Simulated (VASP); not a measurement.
A run of VASP 6.6.1 is set up as follows.

Contents of INCAR:

```
SYSTEM = SnO
PREC = Accurate
ENCUT = 520
EDIFF = 1E-6
ISMEAR = 0
SIGMA = 0.01
LREAL = .False.
LASPH = .True.
NELM = 80
ALGO = Normal
ISIF = 2
LWAVE = .False.
LCHARG = .False.
GGA = PE
NBANDS = 28
```

The input KPOINTS:

```
regular mesh
0
Gamma
  5 5 4
  0 0 0
```

The input POSCAR:

```
SnO
1.0
    3.7731052721      0.0000000000      0.0000000000
    0.0000000000      3.7731052721      0.0000000000
    0.0000000000      0.0000000000      4.8083104305
Sn O
2 2
Direct
    0.5000000000      0.0000000000      0.2369000000
    0.0000000000      0.5000000000      0.7631000000
    0.0000000000      0.0000000000      0.0000000000
    0.5000000000      0.5000000000      0.0000000000
```

Potentials or basis: VASP PAW PBE potentials, release 64 (Sn_d, O).

Launch:

```console
$ cat potpaw_PBE.64/Sn_d/POTCAR potpaw_PBE.64/O/POTCAR > POTCAR
$ mpirun -np 1 vasp_std > vasp.out
```

(1) What does it give for the pressure?

(2) Predict the band gap on the k mesh.

(3) Estimate the largest force.

Results:

(1) 7.4 GPa.

(2) 0.41 eV, indirect (least direct gap 2.11 eV).

(3) 0.881 eV/Å.

Caveat: spin-orbit coupling is left out, which moves the levels of the heavy elements.
